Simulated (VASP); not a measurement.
YbMn2F2, 5 atoms in the cell. The typed cell holds 5 atoms: a = 3.865 Å, b = 3.865 Å, c = 6.369 Å, α = 90.00°, β = 90.00°, γ = 60.00°. 

```yaml
Program: VASP 6.6.1
Task: single point
Functional: PBE
Potentials_or_basis: VASP PAW PBE potentials, release 64 (F, Mn_pv, Yb)
Cutoff: 520 eV
k_mesh: 7 × 7 × 4
Occupations: fermi-dirac, width 0.1 eV
Spin: no spin polarisation
Hubbard_terms: Mn d U = 3.3 eV, Yb f U = 4.48 eV
Dipole_correction: no
Further_INCAR_settings: ALGO = Normal; EDIFF = 1e-06; NBANDS = 40
```

Potentials or basis: VASP PAW PBE potentials, release 64 (F, Mn_pv, Yb).

The run is started by

```bash
$ cat potpaw_PBE.64/F/POTCAR potpaw_PBE.64/Mn_pv/POTCAR potpaw_PBE.64/Yb/POTCAR > POTCAR
$ mpirun -np 1 vasp_std > vasp.out
```

Hardware: 1 thread of Intel(R) Xeon(R) Platinum 8259CL CPU @ 2.50GHz (Skylake/Cascade Lake), with other jobs on the host.

Q: Estimate the wall time of this run.

A: Run time: 30 min on 1 thread of Intel(R) Xeon(R) Platinum 8259CL CPU @ 2.50GHz (Skylake/Cascade Lake), on a shared host, peak memory 0.35 GiB. Counts: scf iterations 86, k points 60.
